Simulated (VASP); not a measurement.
# AlN (P2_1/c) in VASP: a series of runs

The runs below take AlN through single point, with LDA.

Program: VASP 6.6.1. These are calculated values, not measurements. Logs are shortened: lines on timing, memory, paths and dates and some standing lists are left out, and cuts for length are marked.

## (1) The cell of the first run

Symmetry: P2_1/c, No. 14, monoclinic system. Conventional cell: a = 3.276 Å, b = 5.674 Å, c = 5.249 Å, α = 90.00°, β = 128.62°, γ = 90.00°. Within 2.6 Å of Al (site symmetry 1) lie 5 N at 1.87 to 2.23 Å and 1 Al at 2.52 Å. N (site symmetry 1) has 5 Al at 1.87 to 2.23 Å within 2.5 Å.

## (2) Single point, LDA (atoms displaced along a vibrational mode)

Contents of INCAR:

```
SYSTEM = AlN
  PREC = Accurate
  ENCUT = 520
  EDIFF = 1E-6
  ISMEAR = 0
  SIGMA = 0.05
  LREAL = .False.
  LASPH = .True.
  NELM = 60
  ALGO = Normal
  ISIF = 2
  LWAVE = .False.
  LCHARG = .False.
  NBANDS = 26
```

Contents of KPOINTS:

```
regular mesh
0
Gamma
  8 6 4
  0 0 0
```

Contents of POSCAR:

```
AlN
1.0
   -3.2758593877      0.0000000000      0.0000000000
    0.0000000000      0.0000000000     -4.1006874301
    0.0000000000     -5.6739548979      0.0000000000
Al N
4 4
Direct
    0.5342505543      0.2985284488      0.1666666667
    0.9657494457      0.2014715512      0.6666666667
    1.0342505543      0.7985284488      0.3333333333
    0.4657494457      0.7014715512      0.8333333333
    0.5333279876      0.7537918346      0.1666666667
    0.9666720124      0.7462081654      0.6666666667
    1.0333279876      0.2537918346      0.3333333333
    0.4666720124      0.2462081654      0.8333333333
```

Potentials or basis: VASP PAW LDA potentials, release 64 (Al, N).

Launch:

```bash
$ cat potpaw_LDA.64/Al/POTCAR potpaw_LDA.64/N/POTCAR > POTCAR
$ mpirun -np 1 vasp_std > vasp.out
```

OUTCAR:

```text
SYSTEM = AlN
   PREC = Accurate
   ENCUT = 520
   EDIFF = 1E-6
   ISMEAR = 0
   LREAL = .False.
   LASPH = .True.
   NELM = 60
   ISIF = 2

 ion  position               nearest neighbor table
   1  0.534  0.299  0.167-   5 1.87   7 1.90   7 1.90   8 1.92   5 2.23   4 2.52   3 2.79   3 2.79
                             3 2.79   3 2.79   4 3.10   2 3.19   2 3.19
   2  0.966  0.201  0.667-   6 1.87   8 1.90   8 1.90   7 1.92   6 2.23   3 2.52   4 2.79   4 2.79
                             4 2.79   4 2.79   3 3.10   1 3.19   1 3.19
   3  0.034  0.799  0.333-   7 1.87   5 1.90   5 1.90   6 1.92   7 2.23   2 2.52   1 2.79   1 2.79
                             1 2.79   1 2.79   2 3.10   4 3.19   4 3.19
   4  0.466  0.701  0.833-   8 1.87   6 1.90   6 1.90   5 1.92   8 2.23   1 2.52   2 2.79   2 2.79
                             2 2.79   2 2.79   1 3.10   3 3.19   3 3.19
   5  0.533  0.754  0.167-   1 1.87   3 1.90   3 1.90   4 1.92   1 2.23
   6  0.967  0.746  0.667-   2 1.87   4 1.90   4 1.90   3 1.92   2 2.23
   7  0.033  0.254  0.333-   3 1.87   1 1.90   1 1.90   2 1.92   3 2.23
   8  0.467  0.246  0.833-   4 1.87   2 1.90   2 1.90   1 1.92   4 2.23

  LATTYP: Found a simple orthorhombic cell.
 ALAT       =     3.2758593877
 B/A-ratio  =     1.2517898190
 C/A-ratio  =     1.7320508076

  Lattice vectors:

 A1 = (  -3.2758593877,   0.0000000000,   0.0000000000)
 A2 = (   0.0000000000,   0.0000000000,  -4.1006874301)
 A3 = (   0.0000000000,  -5.6739548979,   0.0000000000)

Analysis of symmetry for initial positions (statically):
=====================================================================
 Subroutine PRICEL returns:
 Original cell was already a primitive cell.

 Routine SETGRP: Setting up the symmetry group for a
 simple orthorhombic supercell.

 Subroutine GETGRP returns: Found  4 space group operations
 (whereof  2 operations were pure point group operations)
 out of a pool of  8 trial point group operations.

The static configuration has the point symmetry S_2 .
 The point group associated with its full space group is C_2h.

Analysis of symmetry for dynamics (positions and initial velocities):
=====================================================================
 Subroutine PRICEL returns:
 Original cell was already a primitive cell.

 Routine SETGRP: Setting up the symmetry group for a
 simple orthorhombic supercell.

 Subroutine GETGRP returns: Found  4 space group operations
 (whereof  2 operations were pure point group operations)
 out of a pool of  8 trial point group operations.

The dynamic configuration has the point symmetry S_2 .
 The point group associated with its full space group is C_2h.

 Subroutine INISYM returns: Found  4 space group operations
 (whereof  2 operations are pure point group operations),
 and found     1 'primitive' translations

----------------------------------------------------------------------------------------

                                     Primitive cell

  volume of cell :      76.2198

  direct lattice vectors                    reciprocal lattice vectors
    -3.275859388  0.000000000  0.000000000    -0.305263408  0.000000000  0.000000000
     0.000000000  0.000000000 -4.100687430     0.000000000  0.000000000 -0.243861552
     0.000000000 -5.673954898  0.000000000     0.000000000 -0.176243911  0.000000000

  length of vectors
     3.275859388  4.100687430  5.673954898     0.305263408  0.243861552  0.176243911

  position of ions in fractional coordinates (direct lattice)
     0.534250554  0.298528449  0.166666667
     0.965749446  0.201471551  0.666666667
     0.034250554  0.798528449  0.333333333
     0.465749446  0.701471551  0.833333333
     0.533327988  0.753791835  0.166666667
     0.966672012  0.746208165  0.666666667
     0.033327988  0.253791835  0.333333333
     0.466672012  0.246208165  0.833333333

  ion indices of the primitive-cell ions
   primitive index   ion index
                 1           1
                 2           2
                 3           3
                 4           4
                 5           5
                 6           6
                 7           7
                 8           8

----------------------------------------------------------------------------------------

 KPOINTS: regular mesh

Automatic generation of k-mesh.
 Grid dimensions read from file:
 generate k-points for:    8    6    4

 Generating k-lattice:

  Cartesian coordinates                     Fractional coordinates (reciprocal lattice)
    -0.038157926  0.000000000  0.000000000     0.125000000  0.000000000  0.000000000
     0.000000000  0.000000000 -0.040643592     0.000000000  0.166666667  0.000000000
     0.000000000 -0.044060978  0.000000000     0.000000000  0.000000000  0.250000000

  Length of vectors
     0.038157926  0.040643592  0.044060978

  Shift w.r.t. Gamma in fractional coordinates (k-lattice)
     0.000000000  0.000000000  0.000000000

 Subroutine IBZKPT returns following result:
 ===========================================

 Found     78 irreducible k-points:

 Following reciprocal coordinates:
            Coordinates               Weight
  0.000000  0.000000  0.000000      1.000000
  0.125000  0.000000  0.000000      2.000000
  0.250000  0.000000  0.000000      2.000000
  0.375000  0.000000  0.000000      2.000000
  0.500000  0.000000  0.000000      1.000000
  0.000000  0.166667  0.000000      2.000000
[... 16 lines left out ...]
  0.125000  0.500000  0.000000      2.000000
  0.250000  0.500000  0.000000      2.000000
 [... further k-points ...]
   k-points           NKPTS =     78   k-points in BZ     NKDIM =     78   number of bands    NBANDS=     26
   number of dos      NEDOS =    301   number of ions     NIONS =      8
   total plane-waves  NPLWV =  30240
   dimension x,y,z NGX =    24 NGY =   30 NGZ =   42
   dimension x,y,z NGXF=    48 NGYF=   60 NGZF=   84
   ions per type =               4   4
   NGX,Y,Z   is equivalent  to a cutoff of  12.18, 12.16, 12.31 a.u.
   NGXF,Y,Z  is equivalent  to a cutoff of  24.36, 24.32, 24.61 a.u.
 SYSTEM =  AlN
   PREC   = accura    normal or accurate (medium, high low for compatibility)
   ISTART =      0    job   : 0-new  1-cont  2-samecut
   ICHARG =      2    charge: 1-file 2-atom 10-const
   ISPIN  =      1    spin polarized calculation?
   LNONCOLLINEAR =      F non collinear calculations
   LSORBIT =      F    spin-orbit coupling
   LASPH  =      T    aspherical Exc in radial PAW
   ENCUT  =  520.0 eV  38.22 Ry    6.18 a.u.   6.09  7.62 10.55*2*pi/ulx,y,z
   NELM   =     60;   NELMIN=  2; NELMDL= -5     # of ELM steps
   EDIFF  = 0.1E-05   stopping-criterion for ELM
   LREAL  =      F    real-space projection
   EDIFFG = 0.1E-04   stopping-criterion for IOM
   NSW    =      0    number of steps for IOM
   IBRION =     -1    ionic relax: 0-MD 1-quasi-New 2-CG
   NFREE  =      0    steps in history (QN), initial steepest desc. (CG)
   ISIF   =      2    stress and relaxation
   ISYM   =      2    0-nonsym 1-usesym 2-fastsym
   POTIM  = 0.5000    time-step for ionic-motion
   TEBEG  =    0.0;   TEEND  =   0.0 temperature during run
   PSTRESS=    0.0 pullay stress
   NELECT =      32.0000    total number of electrons
   NUPDOWN=      -1.0000    fix difference up-down
   EMIN   =  10.00;   EMAX   =-10.00  energy-range for DOS
   EFERMI =   0.00;   METHOD = LEGACY
   ISMEAR =     0;   SIGMA  =   0.05  broadening in eV -4-tet -1-fermi 0-gaus
   EFERMI_NEDOS =   21; number of points for ismear=-14 and -15
   IALGO  =     38    algorithm
   IMIX   =      4    mixing-type and parameters
     AMIX     =   0.40;   BMIX     =  1.00
     AMIX_MAG =   1.60;   BMIX_MAG =  1.00
  volume/ion in A,a.u.               =       9.53        64.29
  Fermi-wavevector in a.u.,A,eV,Ry     =   1.225845  2.316511 20.445420  1.502696
  Thomas-Fermi vector in A             =   2.360868
   LORBIT       =      0    0 simple, 1 ext, 2 COOP (PROOUT), +10 PAW based schemes
   GGA     = CA    functional components
   LHFCALC =     F    Hartree Fock is set to
   AEXX    =    0.0000 exact exchange contribution
   IVDW    =     0    specifies the selected vdW correction
   LEPSILON=     F    determine dielectric tensor
   LRPA    =     F    only Hartree local field effects (RPA)
 non-spin polarized calculation
 Gauss-broadening in eV      SIGMA  =   0.05
  energy-cutoff  :      520.00
  volume of cell :       76.22
 maximum number of plane-waves:      2088
   NGX = 13   NGY = 15   NGZ = 21

 number of electron      32.0000004 magnetization

 Free energy of the ion-electron system (eV)
  ---------------------------------------------------
  ext. energy  EPLUGINS =         0.00000000
  ---------------------------------------------------
  free energy    TOTEN  =       -64.17983333 eV

  energy without entropy =      -64.17983333  energy(sigma->0) =      -64.17983333

 E-fermi :   8.2187     XC(G=0): -11.6720

 val. band max:        8.0083537094   @ k =   0.0000   0.0000   0.0000
 cond. band min:      11.5637251467   @ k =   0.0000   0.0000   0.0000
 fundamental gap:      3.5553714374
 Fermi energy:         8.2187250505

 k-point     1 :       0.0000    0.0000    0.0000
  band No.  band energies     occupation
      1      -8.8271      2.00000
      2      -6.8412      2.00000
      3      -5.6152      2.00000
      4      -4.8877      2.00000
      5       1.0588      2.00000
      6       1.5392      2.00000
[... 18 lines left out ...]
     25      17.5399      0.00000
     26      19.7943      0.00000

 k-point     2 :       0.1250    0.0000    0.0000
  band No.  band energies     occupation
      1      -8.6865      2.00000
      2      -6.7274      2.00000
      3      -5.6597      2.00000
      4      -4.8851      2.00000
      5       1.1503      2.00000
      6       1.5339      2.00000
[... 18 lines left out ...]
     25      18.3472      0.00000
[... 608 lines left out ...]
     25      17.6235      0.00000
     26      17.9888      0.00000

 k-point    24 :       0.2500    0.5000    0.0000
  band No.  band energies     occupation
      1      -6.8960      2.00000
      2      -6.8788      2.00000
      3      -5.8886      2.00000
      4      -5.8706      2.00000
      5       0.9463      2.00000
      6       1.0212      2.00000
[... 18 lines left out ...]
     25      17.8707      0.00000
     26      18.4328      0.00000

 [... further k-points ...]

------------------------ aborting loop because EDIFF is reached ----------------------------------------

  FORCE on cell =-STRESS in cart. coord.  units (eV):
  Direction    XX          YY          ZZ          XY          YZ          ZX
  --------------------------------------------------------------------------------------
  -------------------------------------------------------------------------------------
  Total       -1.1179433      0.1098152      7.3407912      0.0000000      0.0000000     -0.6592142
  in kB      -23.4997125      2.3083694    154.3070088      0.0000000      0.0000000    -13.8570031
  external PRESSURE =      44.3718886 kB  Pullay stress =       0.0000000 kB

 VOLUME and BASIS-vectors are now :
 -----------------------------------------------------------------------------
  energy-cutoff  :      520.00
  volume of cell :       76.22
      direct lattice vectors                 reciprocal lattice vectors
    -3.275859388  0.000000000  0.000000000    -0.305263408  0.000000000  0.000000000
     0.000000000  0.000000000 -4.100687430     0.000000000  0.000000000 -0.243861552
     0.000000000 -5.673954898  0.000000000     0.000000000 -0.176243911  0.000000000

 POSITION                                       TOTAL-FORCE (eV/Angst)
 -----------------------------------------------------------------------------------
     -1.75013     -0.94566     -1.22417         0.270661     -0.404335      1.918234
     -3.16366     -3.78264     -0.82617        -0.270661     -0.404335     -1.918234
     -0.11220     -1.89132     -3.27452         0.270661      0.404335      1.918234
     -1.52573     -4.72830     -2.87652        -0.270661      0.404335     -1.918234
     -1.74711     -0.94566     -3.09106         0.186927      0.217733     -0.320324
     -3.16668     -3.78264     -3.05997        -0.186927      0.217733      0.320324
     -0.10918     -1.89132     -1.04072         0.186927     -0.217733     -0.320324
     -1.52875     -4.72830     -1.00962        -0.186927     -0.217733      0.320324
 -----------------------------------------------------------------------------------
    total drift:                               -0.000000      0.000000     -0.000000

  FREE ENERGIE OF THE ION-ELECTRON SYSTEM (eV)
  ---------------------------------------------------
  free  energy   TOTEN  =       -64.1798333336 eV

  energy  without entropy=      -64.1798333336  energy(sigma->0) =      -64.17983333
```

Wall time 1.7 min (1 thread of AMD EPYC 7R13, shared host); peak memory 0.2 GiB.

What came out:

- Free energy: -64.1798 eV
- Pressure: 4.4 GPa
- Largest force: 1.979 eV/Å
- Band gap on the k mesh: 3.56 eV

Forces in eV/Å, atoms in the order of the input:
```
Al   0.271 -0.404  1.918
Al  -0.271 -0.404 -1.918
Al   0.271  0.404  1.918
Al  -0.271  0.404 -1.918
N    0.187  0.218 -0.320
N   -0.187  0.218  0.320
N    0.187 -0.218 -0.320
N   -0.187 -0.218  0.320
```

Caveat: the cell differs from its parent crystal (atoms displaced along a vibrational mode); the cell stands under pressure; forces of over 1 eV/Å act on the atoms, so gaps and moduli don't describe the material at rest.

## (3) Single point, LDA (atoms displaced along a vibrational mode)

Contents of INCAR:

```
ALGO = Normal
EDIFF = 1E-6
ENCUT = 520
ISIF = 2
ISMEAR = 0
LASPH = T
LCHARG = T
LELF = T
LREAL = F
LVHAR = T
LWAVE = F
NBANDS = 26
NELM = 60
PREC = Accurate
SIGMA = 0.05
```

Contents of KPOINTS:

```
k-points
0
Gamma
  8 6 4
```

Contents of POSCAR:

```
AlN
1.0
   -3.2758593877      0.0000000000      0.0000000000
    0.0000000000      0.0000000000     -4.1006874301
    0.0000000000     -5.6739548979      0.0000000000
Al N
4 4
Direct
    0.5456674058      0.2985284488      0.1666666667
    0.9543325942      0.2014715512      0.6666666667
    1.0456674058      0.7985284488      0.3333333333
    0.4543325942      0.7014715512      0.8333333333
    0.5444373168      0.7537918346      0.1666666667
    0.9555626832      0.7462081654      0.6666666667
    1.0444373168      0.2537918346      0.3333333333
    0.4555626832      0.2462081654      0.8333333333
```

Potentials or basis: VASP PAW LDA potentials, release 64 (Al, N).

Launch:

```bash
$ cat potpaw_LDA.64/Al/POTCAR potpaw_LDA.64/N/POTCAR > POTCAR
$ mpirun -np 1 vasp_std > vasp.out
```

Run time: 1.8 min. Hardware: 1 thread of AMD EPYC 7R13, shared host; peak memory 0.2 GiB.

It converged, with:

* Free energy: -64.1000 eV
* Pressure: 3.9 GPa
* Largest force: 1.961 eV/Å
* Band gap on the k mesh: 3.52 eV

Forces in eV/Å, atoms in the order of the input:
```
Al   0.366 -0.315  1.900
Al  -0.366 -0.315 -1.900
Al   0.366  0.315  1.900
Al  -0.366  0.315 -1.900
N    0.256  0.314 -0.324
N   -0.256  0.314  0.324
N    0.256 -0.314 -0.324
N   -0.256 -0.314  0.324
```

Stress tensor (GPa, compression positive):
```
-2.98  0.00 -1.81
 0.00 -0.08  0.00
-1.81  0.00 14.71
```

Levels at points of the mesh, in eV from the valence-band top:
```csv
k point,band 14,band 15,band 16,band 17,band 18,band 19
"(0.00, 0.00, 0.00)",-1.38,-1.24,0.00,3.52,4.02,4.46
"(0.50, 0.00, 0.00)",-2.67,-1.94,-1.94,5.28,5.28,6.18
"(0.00, 0.50, 0.00)",-2.30,-1.60,-1.60,4.96,4.96,5.72
"(0.50, 0.50, 0.00)",-1.09,-0.82,-0.58,5.44,6.03,6.40
"(0.00, 0.00, 0.50)",-1.29,-1.00,-1.00,4.70,4.70,6.23
"(0.50, 0.00, 0.50)",-2.88,-1.29,-1.29,3.87,3.87,7.20
"(0.00, 0.50, 0.50)",-1.89,-1.62,-1.62,5.08,5.08,5.61
"(0.50, 0.50, 0.50)",-1.81,-1.48,-1.48,4.81,4.81,5.54
```

Caveat: the cell differs from its parent crystal (atoms displaced along a vibrational mode); the cell stands under pressure; forces of over 1 eV/Å act on the atoms, so gaps and moduli don't describe the material at rest. A k mesh can miss the band edges.
